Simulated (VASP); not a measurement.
Write the native input for VASP 6.6.1 that does the following.

- Task: single point
- Functional: PBE
- Potentials or basis: VASP PAW PBE potentials, release 64 (Sr_sv)
- Cutoff: 520 eV
- k mesh: 11 × 11 × 10
- Occupations: fermi-dirac, width 0.05 eV
- Spin: no spin polarisation
- Dipole correction: no
- Further INCAR settings: ALGO = Normal; EDIFF = 1e-06; NBANDS = 11

The structure of Sr lies in POSCAR:

```
Sr
1.0
    3.1618863095      0.0000000000      0.0000000000
   -1.5809431548      2.7382738679      0.0000000000
    0.0000000000      0.0000000000      2.8588744612
Sr
1
Direct
    0.0000000000      0.0000000000      0.0000000000
```

The input as run:

INCAR

```
SYSTEM = Sr
  ALGO = Normal
  EDIFF = 1E-6
  ENCUT = 520
  GGA = PE
  ISIF = 2
  ISMEAR = -1
  LASPH = .TRUE.
  LCHARG = .TRUE.
  LELF = .TRUE.
  LREAL = .FALSE.
  LVHAR = .TRUE.
  LWAVE = .FALSE.
  NBANDS = 11
  NELM = 100
  PREC = Accurate
  SIGMA = 0.05
```

KPOINTS

```
k-points
0
G
  11 11 10
  0 0 0
```

Potentials or basis: VASP PAW PBE potentials, release 64 (Sr_sv).

The run is started by

```sh
$ cat potpaw_PBE.64/Sr_sv/POTCAR > POTCAR
$ mpirun -np 1 vasp_std > vasp.out
```

Results of the run:

```yaml
Pressure: 28.5 GPa
Band_gap_on_the_k_mesh: zero (band 5 reaches 5.83 eV, above the bottom of band 6 at 4.77 eV)
```

It took 10 s on 1 thread of Intel(R) Xeon(R) Platinum 8488C (Sapphire Rapids) (shared host), peak memory 0.15 GiB.
